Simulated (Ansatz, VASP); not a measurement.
Two plane-wave programs on La

INCAR

```
SYSTEM = La
PREC = Accurate
ENCUT = 520
EDIFF = 1E-6
ISMEAR = 0
SIGMA = 0.05
LREAL = .FALSE.
LASPH = .TRUE.
NELM = 80
ALGO = Fast
ISIF = 2
LWAVE = .FALSE.
LCHARG = .FALSE.
GGA = PE
NBANDS = 12
```

The input KPOINTS:

```
Automatic mesh
0
G
  12 12 12
  0 0 0
```

The input POSCAR:

```
La
1.0
    0.0000000000      2.6455000000      2.6455000000
    2.6455000000      0.0000000000      2.6455000000
    2.6455000000      2.6455000000      0.0000000000
La
1
Direct
    0.0000000000      0.0000000000      0.0000000000
```

Input for Ansatz:

```yaml
crystal:
  lattice:
    - [0.0, 2.6455, 2.6455]
    - [2.6455, 0.0, 2.6455]
    - [2.6455, 2.6455, 0.0]
  atoms:
    - { symbol: La, position: [0.0, 0.0, 0.0] }
basis:
  ecutwfc: 420
  fft_grid_basis: typed
kpoints:
  mp_grid: { grid: [12, 12, 12] }
hamiltonian:
  xc: pbe
scf:
  occupations: { method: gaussian, width: 0.05 }
output:
  forces: true
  stress: true
  eigenvalues: true
  bader: true
  write_density: true
  volumetric_format: npy
  elf: true
```

Alike in both runs: task single point; functional PBE; k mesh 12 × 12 × 12; occupations gaussian, width 0.05 eV; no spin polarisation.

|  | VASP | Ansatz |
| --- | --- | --- |
| version | VASP 6.6.1 | Ansatz 0.2.0 |
| potentials or method | VASP PAW PBE potentials, release 64 (La), cutoff 520 eV | scalar-relativistic, plane waves, PAW |
| valence electrons in the cell | 11 | 11 |

```csv
,VASP,Ansatz,Ansatz less VASP
gap on the k mesh at the Fermi level (eV),none,none,-
pressure (GPa),-0.2,-0.3,-0.08
```

A gap of «none» marks a metal or a gap that the smearing closes.

Spin-orbit coupling is off throughout.
